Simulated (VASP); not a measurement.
Write the native input for VASP 6.6.1 that does the following.

```
Task                   : relaxation of the atoms
Functional             : PBE
Potentials or basis    : VASP PAW PBE potentials, release 64 (Mo_sv, S)
Cutoff                 : 520 eV
k mesh                 : 12 × 12 × 2
Occupations            : gaussian, width 0.02 eV
Spin                   : no spin polarisation
Dipole correction      : no
Further INCAR settings : ALGO = Normal; EDIFF = 1e-06; IBRION = 2; EDIFFG = -0.008; NSW = 60
```

The structure of MoS2 lies in POSCAR:

```
MoS2
1.0
    3.1533248862      0.0000000000      0.0000000000
   -1.5766624431      2.7308594579      0.0000000000
    0.0000000000      0.0000000000     22.0918547834
Mo S
3 6
Direct
    0.0000000000      0.0000000000      0.0002222305
    0.6666666667      0.3333333333      0.3335555638
    0.3333333333      0.6666666667      0.6668888972
    0.3333333333      0.6666666667      0.2635336134
    0.6666666667      0.3333333333      0.0702431561
    0.0000000000      0.0000000000      0.5968669467
    0.3333333333      0.6666666667      0.4035764895
    0.6666666667      0.3333333333      0.9302002800
    0.0000000000      0.0000000000      0.7369098228
```

This cell differs from its parent crystal: equal strain along all axes, cell held: -1.0 %.

These files were run (other wordings do the same):

INCAR

```
ALGO     = Normal         # electronic algorithm
EDIFF    = 1E-6           # SCF threshold, eV
EDIFFG   = -0.008         # ionic threshold
ENCUT    = 520            # plane-wave cutoff, eV
GGA      = PE             # functional
IBRION   = 2              # ionic algorithm
ISIF     = 2              # what is computed and relaxed
ISMEAR   = 0              # smearing method
KPAR     = 4            
LASPH    = T              # aspherical terms in the spheres
LCHARG   = F              # write CHGCAR
LREAL    = F              # projectors in reciprocal space
LWAVE    = F              # write WAVECAR
NELM     = 80             # most SCF steps
NSW      = 60             # ionic steps
PREC     = Accurate       # precision mode
SIGMA    = 0.02           # smearing width, eV
```

KPOINTS

```
k-points
0
Gamma
  12 12 2
```

Potentials or basis: VASP PAW PBE potentials, release 64 (Mo_sv, S).

Run with:

```sh
$ cat potpaw_PBE.64/Mo_sv/POTCAR potpaw_PBE.64/S/POTCAR > POTCAR
$ mpirun -np 4 vasp_std > vasp.out
```

Results of the run:

```yaml
Energy_gained_by_relaxing: 4.2 meV/atom
Ionic_steps: 3
Pressure_after_relaxing: 1.5 GPa
Band_gap_on_the_k_mesh: 1.65 eV
```

Caveat: the cell differs from its parent crystal (equal strain along all axes, cell held: -1.0 %); this functional lacks dispersion, which binds layers or chains, so the pressure and a relaxed spacing across them are unreliable.

It took 2.5 min on 4 MPI ranks on Intel(R) Xeon(R) 6975P-C (Granite Rapids) (shared host), peak memory 0.46 GiB a rank.
